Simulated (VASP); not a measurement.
# TiN (Osbornite) (Fm-3m) in VASP: notebook

TiN (Osbornite) is run at these levels: PBE; tasks: relaxation of cell and atoms.

All numbers are computed with VASP 6.6.1; they aren't measurements. Logs are shortened: lines on timing, memory, paths and dates and some standing lists are left out, and cuts for length are marked.

## (1) The cell of the first run

Symmetry: Fm-3m, No. 225, cubic system. Conventional cell: a = 4.238 Å, b = 4.238 Å, c = 4.238 Å, α = 90.00°, β = 90.00°, γ = 90.00°. Within 2.8 Å of Ti (site symmetry m-3m) lie 6 N at 2.12 Å. Within 2.8 Å of N (site symmetry m-3m) lie 6 Ti at 2.12 Å.

## (2) Relaxation of cell and atoms, PBE, target pressure 2 GPa, at which the enthalpy is minimised

INCAR reads:

```
SYSTEM = TiN
ALGO = Normal ; EDIFF = 1E-6
EDIFFG = -0.02 ; ENCUT = 600
GGA = PE ; IBRION = 2
ISIF = 3 ; ISMEAR = -1
LASPH = .True. ; LCHARG = .False.
LREAL = .False. ; LWAVE = .False.
NELM = 80 ; NSW = 80
PREC = Accurate ; PSTRESS = 20.0
SIGMA = 0.1
```

KPOINTS reads:

```
k-points
0
Gamma
  12 12 12
  0 0 0
```

POSCAR reads:

```
TiN
1.0
    0.0000000000      2.1190000000      2.1190000000
    2.1190000000      0.0000000000      2.1190000000
    2.1190000000      2.1190000000      0.0000000000
Ti N
1 1
Direct
    0.0000000000      0.0000000000      0.0000000000
    0.5000000000      0.5000000000      0.5000000000
```

Potentials or basis: VASP PAW PBE potentials, release 64 (Ti_sv, N).

Run with:

```
cat potpaw_PBE.64/Ti_sv/POTCAR potpaw_PBE.64/N/POTCAR > POTCAR
mpirun -np 1 vasp_std > vasp.out
```

OUTCAR:

```text
SYSTEM = TiN
   EDIFF = 1E-6
   EDIFFG = -0.02
   ENCUT = 600
   GGA = PE
   IBRION = 2
   ISIF = 3
   ISMEAR = -1
   LASPH = .True.
   LREAL = .False.
   NELM = 80
   NSW = 80
   PREC = Accurate
   PSTRESS = 20.0

 ion  position               nearest neighbor table
   1  0.000  0.000  0.000-   2 2.12   2 2.12   2 2.12   2 2.12   2 2.12   2 2.12
   2  0.500  0.500  0.500-   1 2.12   1 2.12   1 2.12   1 2.12   1 2.12   1 2.12

  LATTYP: Found a face centered cubic cell.
 ALAT       =     4.2380000000

  Lattice vectors:

 A1 = (   0.0000000000,   2.1190000000,   2.1190000000)
 A2 = (   2.1190000000,   0.0000000000,   2.1190000000)
 A3 = (   2.1190000000,   2.1190000000,   0.0000000000)

Analysis of symmetry for initial positions (statically):
=====================================================================
 Subroutine PRICEL returns:
 Original cell was already a primitive cell.

 Routine SETGRP: Setting up the symmetry group for a
 face centered cubic supercell.

 Subroutine GETGRP returns: Found 48 space group operations
[... 9 lines left out ...]

 Routine SETGRP: Setting up the symmetry group for a
 face centered cubic supercell.

 Subroutine GETGRP returns: Found 48 space group operations
[... 11 lines left out ...]
                                     Primitive cell

  volume of cell :      19.0293

  direct lattice vectors                    reciprocal lattice vectors
     0.000000000  2.119000000  2.119000000    -0.235960359  0.235960359  0.235960359
     2.119000000  0.000000000  2.119000000     0.235960359 -0.235960359  0.235960359
     2.119000000  2.119000000  0.000000000     0.235960359  0.235960359 -0.235960359

  length of vectors
     2.996718539  2.996718539  2.996718539     0.408695330  0.408695330  0.408695330

  position of ions in fractional coordinates (direct lattice)
     0.000000000  0.000000000  0.000000000
     0.500000000  0.500000000  0.500000000

  ion indices of the primitive-cell ions
   primitive index   ion index
                 1           1
                 2           2

----------------------------------------------------------------------------------------

 KPOINTS: k-points

Automatic generation of k-mesh.
 Grid dimensions read from file:
 generate k-points for:   12   12   12

 Generating k-lattice:

  Cartesian coordinates                     Fractional coordinates (reciprocal lattice)
    -0.019663363  0.019663363  0.019663363     0.083333333  0.000000000  0.000000000
     0.019663363 -0.019663363  0.019663363     0.000000000  0.083333333  0.000000000
     0.019663363  0.019663363 -0.019663363     0.000000000  0.000000000  0.083333333

  Length of vectors
     0.034057944  0.034057944  0.034057944

  Shift w.r.t. Gamma in fractional coordinates (k-lattice)
     0.000000000  0.000000000  0.000000000

 Subroutine IBZKPT returns following result:
 ===========================================

 Found     72 irreducible k-points:

 Following reciprocal coordinates:
            Coordinates               Weight
  0.000000  0.000000  0.000000      1.000000
  0.083333  0.000000  0.000000      8.000000
  0.166667  0.000000  0.000000      8.000000
  0.250000  0.000000  0.000000      8.000000
  0.333333  0.000000  0.000000      8.000000
  0.416667  0.000000  0.000000      8.000000
[... 16 lines left out ...]
  0.500000  0.166667  0.000000     24.000000
 -0.416667  0.166667  0.000000     24.000000
 [... further k-points ...]
   k-points           NKPTS =     72   k-points in BZ     NKDIM =     72   number of bands    NBANDS=     12
   number of dos      NEDOS =    301   number of ions     NIONS =      2
   total plane-waves  NPLWV =  13824
   dimension x,y,z NGX =    24 NGY =   24 NGZ =   24
   dimension x,y,z NGXF=    48 NGYF=   48 NGZF=   48
   ions per type =               1   1
   NGX,Y,Z   is equivalent  to a cutoff of  13.31, 13.31, 13.31 a.u.
   NGXF,Y,Z  is equivalent  to a cutoff of  26.63, 26.63, 26.63 a.u.
 SYSTEM =  TiN
   PREC   = accura    normal or accurate (medium, high low for compatibility)
   ISTART =      0    job   : 0-new  1-cont  2-samecut
   ICHARG =      2    charge: 1-file 2-atom 10-const
   ISPIN  =      1    spin polarized calculation?
   LNONCOLLINEAR =      F non collinear calculations
   LSORBIT =      F    spin-orbit coupling
   LASPH  =      T    aspherical Exc in radial PAW
   ENCUT  =  600.0 eV  44.10 Ry    6.64 a.u.   5.99  5.99  5.99*2*pi/ulx,y,z
   NELM   =     80;   NELMIN=  2; NELMDL= -5     # of ELM steps
   EDIFF  = 0.1E-05   stopping-criterion for ELM
   LREAL  =      F    real-space projection
   EDIFFG = -.2E-01   stopping-criterion for IOM
   NSW    =     80    number of steps for IOM
   IBRION =      2    ionic relax: 0-MD 1-quasi-New 2-CG
   NFREE  =      1    steps in history (QN), initial steepest desc. (CG)
   ISIF   =      3    stress and relaxation
   ISYM   =      2    0-nonsym 1-usesym 2-fastsym
   POTIM  = 0.5000    time-step for ionic-motion
   TEBEG  =    0.0;   TEEND  =   0.0 temperature during run
   PSTRESS=   20.0 pullay stress
   NELECT =      17.0000    total number of electrons
   NUPDOWN=      -1.0000    fix difference up-down
   EMIN   =  10.00;   EMAX   =-10.00  energy-range for DOS
   EFERMI =   0.00;   METHOD = LEGACY
   ISMEAR =    -1;   SIGMA  =   0.10  broadening in eV -4-tet -1-fermi 0-gaus
   EFERMI_NEDOS =   21; number of points for ismear=-14 and -15
   IALGO  =     38    algorithm
   IMIX   =      4    mixing-type and parameters
     AMIX     =   0.40;   BMIX     =  1.00
     AMIX_MAG =   1.60;   BMIX_MAG =  1.00
  volume/ion in A,a.u.               =       9.51        64.21
  Fermi-wavevector in a.u.,A,eV,Ry     =   1.576704  2.979539 33.824024  2.485996
  Thomas-Fermi vector in A             =   2.677497
   LORBIT       =      0    0 simple, 1 ext, 2 COOP (PROOUT), +10 PAW based schemes
   GGA     = PE    functional components
   LHFCALC =     F    Hartree Fock is set to
   AEXX    =    0.0000 exact exchange contribution
   IVDW    =     0    specifies the selected vdW correction
   LEPSILON=     F    determine dielectric tensor
   LRPA    =     F    only Hartree local field effects (RPA)
 conjugate gradient relaxation of ions
 non-spin polarized calculation
  energy-cutoff  :      600.00
  volume of cell :       19.03
 maximum number of plane-waves:       650
   NGX = 11   NGY = 11   NGZ = 11

 number of electron      17.0000001 magnetization

 Free energy of the ion-electron system (eV)
  ---------------------------------------------------
  ext. energy  EPLUGINS =         0.00000000
  ---------------------------------------------------
  free energy    TOTEN  =       -19.65159478 eV

  energy without entropy =      -19.62483922  energy(sigma->0) =      -19.63821700

 E-fermi :  11.4582     XC(G=0): -13.0345

 val. band max:       11.4378461752   @ k =   0.1667   0.0000   0.0000
 cond. band min:      11.4745109717   @ k =   0.0833   0.0833   0.0000
 fundamental gap:      0.0366647965
 Fermi energy:        11.4582081568

 k-point     1 :       0.0000    0.0000    0.0000
  band No.  band energies     occupation
      1     -46.3835      2.00000
      2     -22.3616      2.00000
      3     -22.3616      2.00000
      4     -22.3616      2.00000
      5      -5.6327      2.00000
      6       9.4390      2.00000
      7       9.4390      2.00000
      8       9.4390      2.00000
      9      10.8671      1.99459
     10      10.8671      1.99459
     11      10.8671      1.99459
     12      12.0633      0.00470

 k-point     2 :       0.0833    0.0000    0.0000
  band No.  band energies     occupation
      1     -46.3770      2.00000
      2     -22.4073      2.00000
      3     -22.3654      2.00000
      4     -22.3654      2.00000
      5      -5.4975      2.00000
      6       8.7102      2.00000
      7       8.8989      2.00000
      8       8.8989      2.00000
      9      11.0543      1.96538
     10      11.0543      1.96538
     11      11.2202      1.83057
     12      12.6423      0.00001

 k-point     3 :       0.1667    0.0000    0.0000
  band No.  band energies     occupation
      1     -46.3592      2.00000
      2     -22.5303      2.00000
      3     -22.3757      2.00000
      4     -22.3757      2.00000
      5      -5.1151      2.00000
      6       7.3592      2.00000
      7       7.9845      2.00000
      8       7.9845      2.00000
      9      11.4378      1.10146
     10      11.4378      1.10146
     11      11.6923      0.17562
     12      13.8140      0.00000
[... 286 lines left out ...]
 k-point    23 :       0.5000    0.1667    0.0000
  band No.  band energies     occupation
      1     -46.2778      2.00000
      2     -22.9331      2.00000
      3     -22.5092      2.00000
      4     -22.4558      2.00000
      5      -3.4535      2.00000
      6       4.1143      2.00000
      7       6.0056      2.00000
      8       6.4256      2.00000
      9      12.0916      0.00354
     10      13.3243      0.00000
     11      13.7586      0.00000
     12      16.2179      0.00000

 k-point    24 :      -0.4167    0.1667    0.0000
  band No.  band energies     occupation
      1     -46.2762      2.00000
      2     -22.9404      2.00000
      3     -22.5306      2.00000
      4     -22.4404      2.00000
      5      -3.3660      2.00000
      6       3.9827      2.00000
      7       6.0402      2.00000
      8       6.1973      2.00000
      9      12.7468      0.00001
     10      13.0699      0.00000
     11      13.5889      0.00000
     12      15.9597      0.00000

 [... further k-points ...]
[... 5 lines left out ...]
  --------------------------------------------------------------------------------------
  -------------------------------------------------------------------------------------
  Total        0.2620549      0.2620549      0.2620549      0.0000000      0.0000000      0.0000000
  in kB       22.0637850     22.0637850     22.0637850      0.0000000      0.0000000      0.0000000
  external PRESSURE =       2.0637850 kB  Pullay stress =      20.0000000 kB

 VOLUME and BASIS-vectors are now :
 -----------------------------------------------------------------------------
  energy-cutoff  :      600.00
  volume of cell :       19.03
      direct lattice vectors                 reciprocal lattice vectors
     0.000000000  2.119000000  2.119000000    -0.235960359  0.235960359  0.235960359
     2.119000000  0.000000000  2.119000000     0.235960359 -0.235960359  0.235960359
     2.119000000  2.119000000  0.000000000     0.235960359  0.235960359 -0.235960359

 POSITION                                       TOTAL-FORCE (eV/Angst)
 -----------------------------------------------------------------------------------
      0.00000      0.00000      0.00000        -0.000000      0.000000     -0.000000
      2.11900      2.11900      2.11900         0.000000     -0.000000      0.000000
 -----------------------------------------------------------------------------------
    total drift:                                0.000000     -0.000000     -0.000000

  FREE ENERGIE OF THE ION-ELECTRON SYSTEM (eV)
  ---------------------------------------------------
  free  energy   TOTEN  =       -19.6515947843 eV

  energy  without entropy=      -19.6248392225  energy(sigma->0) =      -19.63821700

  enthalpy is  TOTEN    =       -19.4140517613 eV   P V=        0.2375430230

 reached required accuracy - stopping structural energy minimisation
```

Wall time 8.8 s (1 thread of Intel Xeon 6975P-C (Granite Rapids), shared host); peak memory 0.15 GiB.

What came out:

```
Free energy             : -19.6516 eV
Pressure after relaxing : 2.2 GPa
```

Final structure:
```xyz
2
Lattice="0.0000 2.1190 2.1190 2.1190 0.0000 2.1190 2.1190 2.1190 0.0000" Properties=species:S:1:pos:R:3 pbc="T T T"
Ti    0.0000    0.0000    0.0000
N     2.1190    2.1190    2.1190
```

Caveat: the relaxation stopped at its first step, so nothing moved; the cell is relaxed towards a set pressure, so the enthalpy falls and the energy may rise.

(Part 1 of 2 ends here.)
